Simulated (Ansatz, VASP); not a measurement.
**One calculation of SnO2, two programs**

The input INCAR:

```
SYSTEM = SnO2
ALGO     = Normal         ! electronic algorithm
EDIFF    = 1E-6           ! SCF threshold, eV
EDIFFG   = -0.01          ! ionic threshold
ENCUT    = 600            ! plane-wave cutoff, eV
GGA      = RE             ! functional
IBRION   = 2              ! ionic algorithm
ISIF     = 3              ! what is computed and relaxed
ISMEAR   = -1             ! smearing method
IVDW     = 12             ! dispersion correction
LASPH    = .TRUE.         ! aspherical terms in the spheres
LCHARG   = .FALSE.        ! write CHGCAR
LREAL    = .FALSE.        ! projectors in reciprocal space
LWAVE    = .FALSE.        ! write WAVECAR
NELM     = 80             ! most SCF steps
NSW      = 60             ! ionic steps
PREC     = Accurate       ! precision mode
SIGMA    = 0.05           ! smearing width, eV
```

KPOINTS

```
k-points
0
G
  9 9 9
  0 0 0
```

POSCAR

```
SnO2
1.0
    0.0000000000      2.5741500000      2.5741500000
    2.5741500000      0.0000000000      2.5741500000
    2.5741500000      2.5741500000      0.0000000000
Sn O
1 2
Direct
    0.0000000000      0.0000000000      0.0000000000
    0.7500000000      0.7500000000      0.7500000000
    0.2500000000      0.2500000000      0.2500000000
```

The input input.yaml:

```yaml
crystal:
  lattice:
    - [0.0, 2.57415, 2.57415]
    - [2.57415, 0.0, 2.57415]
    - [2.57415, 2.57415, 0.0]
  atoms:
    - { symbol: Sn, position: [0.0, 0.0, 0.0] }
    - { symbol: O, position: [0.75, 0.75, 0.75] }
    - { symbol: O, position: [0.25, 0.25, 0.25] }
hamiltonian:
  xc: revpbe
  pseudopotentials: { kind: paw }
  dispersion: d3bj
kpoints:
  mp_grid: { grid: [9, 9, 9] }
scf:
  occupations: { method: fermi_dirac, width: 0.05 }
output:
  forces: true
  stress: true
  eigenvalues: true
relax:
  f_tol: 0.01
  max_steps: 40
  cell: { stress_tol: 0.05 }
```

Alike in both runs: task relaxation of cell and atoms; functional revPBE; dispersion D3(BJ); k mesh 9 × 9 × 9; occupations fermi-dirac, width 0.05 eV; no spin polarisation.

|  | VASP | Ansatz |
| --- | --- | --- |
| version | VASP 6.6.1 | Ansatz 0.2.0 |
| potentials or method | VASP PAW PBE potentials, release 64 (Sn_d, O) | Ansatz PAW |
| plane-wave cutoff (eV) | 600 | 420 |
| valence electrons in the cell | 26 | 26 |

VASP gave:

| Quantity | Value |
| --- | --- |
| gap on the k mesh at the Fermi level, each at its own relaxed structure (eV) | none |
| relaxed volume (Å³/atom) | 11.15 |
| relaxed cell length with the largest relative difference (Å) | 3.616 |

Question: Estimate Ansatz's values.

Answer: gap on the k mesh at the Fermi level, each at its own relaxed structure (eV): none; relaxed volume (Å³/atom): 11.13; relaxed cell length with the largest relative difference (Å): 3.614.

VASP's potentials were made for PBE, not for revPBE. A gap of «none» marks a metal or a gap that the smearing closes.

Noted on Ansatz's run: the plane-wave basis is chosen anew once the cell has moved, so the energies of steps on either side of that aren't comparable.
